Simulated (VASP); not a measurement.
# Sc: single point with PBEsol

Sc:

```
Sc
1.0
     1.58591    1.58591    1.58591
    -1.58591    1.58591    1.58591
    -1.58591   -1.58591    1.58591
Sc
1
Direct
  0.00000 0.00000 0.00000
```

```
Program                : VASP 6.6.1
Task                   : single point
Functional             : PBEsol
Potentials or basis    : VASP PAW PBE potentials, release 64 (Sc_sv)
Cutoff                 : 520 eV
k mesh                 : 9 × 9 × 9
Occupations            : fermi-dirac, width 0.1 eV
Spin                   : no spin polarisation
Dipole correction      : no
Further INCAR settings : ALGO = Normal; EDIFF = 1e-06; NBANDS = 12
```

The pressure is 40.3 GPa.

Levels at points of the mesh, in eV from the Fermi level:
| k point | band 1 | band 2 | band 3 | band 4 | band 5 | band 6 | band 7 | band 8 | band 9 | band 10 |
| --- | --- | --- | --- | --- | --- | --- | --- | --- | --- | --- |
| (0.00, 0.00, 0.00) | -48.42 | -26.31 | -26.31 | -26.31 | -5.66 | 2.00 | 2.00 | 2.00 | 4.36 | 4.36 |

Wall time 3.8 s on 1 thread of Intel(R) Xeon(R) 6975P-C (Granite Rapids), on a shared host, peak memory 0.12 GiB.

Caveat: the PAW data sets were made with another functional, which shifts forces and pressure a little.
